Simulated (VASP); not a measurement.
Here is a VASP 6.6.1 calculation.

File INCAR:

```
SYSTEM = N
PREC = Accurate
ENCUT = 520
EDIFF = 1E-6
ISMEAR = 0
SIGMA = 0.02
LREAL = .False.
LASPH = .True.
NELM = 100
ALGO = Normal
ISIF = 2
LWAVE = .False.
LCHARG = .False.
GGA = PS
NBANDS = 18
```

KPOINTS

```
Automatic mesh
0
Gamma
  6 6 4
  0 0 0
```

File POSCAR:

```
N
1.0
    4.3692445818      0.0000000000      0.0000000000
   -2.1846222909      3.7838768032      0.0000000000
    0.0000000000      0.0000000000      7.4238152279
N
4
Direct
    0.3333333333      0.6666666667      0.3240881026
    0.3333333333      0.6666666667      0.1759118974
    0.6666666667      0.3333333333      0.8240881026
    0.6666666667      0.3333333333      0.6759118974
```

Potentials or basis: VASP PAW PBE potentials, release 64 (N).

Command:

```console
$ cat potpaw_PBE.64/N/POTCAR > POTCAR
$ mpirun -np 1 vasp_std > vasp.out
```

Predict the largest force.

1.871 eV/Å.

Predict the pressure.

1.6 GPa.

Forces on the atoms (eV/Å):
```
N    0.000  0.000  1.871
N    0.000  0.000 -1.871
N    0.000  0.000  1.871
N    0.000  0.000 -1.871
```

Caveat: the standard files for N, O and F lose accuracy on very short bonds; the stress differs along the axes, from -0 to 5 GPa; this functional lacks dispersion, which holds the molecules together, so the pressure and a relaxed volume are unreliable; the PAW data sets were made with another functional, which shifts forces and pressure a little.
